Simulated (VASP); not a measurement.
**BaS: electric field gradients with LDA**

Crystal: BaS.

```
CELL_PARAMETERS angstrom
0.00000 3.19375 3.16181
3.19375 0.00000 3.16181
3.19375 3.19375 0.00000
ATOMIC_POSITIONS crystal
Ba 0.00000 0.00000 0.00000
S 0.50000 0.50000 0.50000
```

This cell differs from its parent crystal: zz strain of -1 %.

```
Program                : VASP 6.6.1
Task                   : electric field gradients
Functional             : LDA
Potentials or basis    : VASP PAW LDA potentials, release 64 (Ba_sv, S)
Cutoff                 : 520 eV
k mesh                 : 7 × 7 × 7
Occupations            : fermi-dirac, width 0.01 eV
Spin                   : no spin polarisation
Dipole correction      : no
Further INCAR settings : ALGO = Normal; EDIFF = 1e-08; NBANDS = 15
```

```
Pressure               : -1.4 GPa
Band gap on the k mesh : 1.92 eV, indirect (least direct gap 2.06 eV)
```

Stress tensor (GPa, compression positive):
```
-1.69  0.00  0.00
 0.00 -1.69  0.00
 0.00  0.00 -0.82
```

Levels at points of the mesh, in eV from the valence-band top:
```tsv
k point	band 6	band 7	band 8	band 9	band 10	band 11
(0.00, 0.00, 0.00)	-0.04	-0.04	0.00	3.33	3.65	3.65
```

Electric field gradients, principal values (V/Å²):
| atom | least | middle | greatest (by size) |
| --- | --- | --- | --- |
| 1 Ba | 7.056 | 7.056 | -14.113 |
| 2 S | 2.045 | 2.046 | -4.091 |

Run time: 35 s on 1 thread of Intel(R) Xeon(R) Platinum 8259CL CPU @ 2.50GHz (Skylake/Cascade Lake), with other jobs on the host, peak memory 0.19 GiB.

Caveat: the cell differs from its parent crystal (zz strain of -1 %); without QUAD_EFG the Cq values of the log hold for a quadrupole moment of 1 mb, not for the nuclei; spin-orbit coupling is left out, which moves the levels of the heavy elements. A k mesh can miss the band edges.
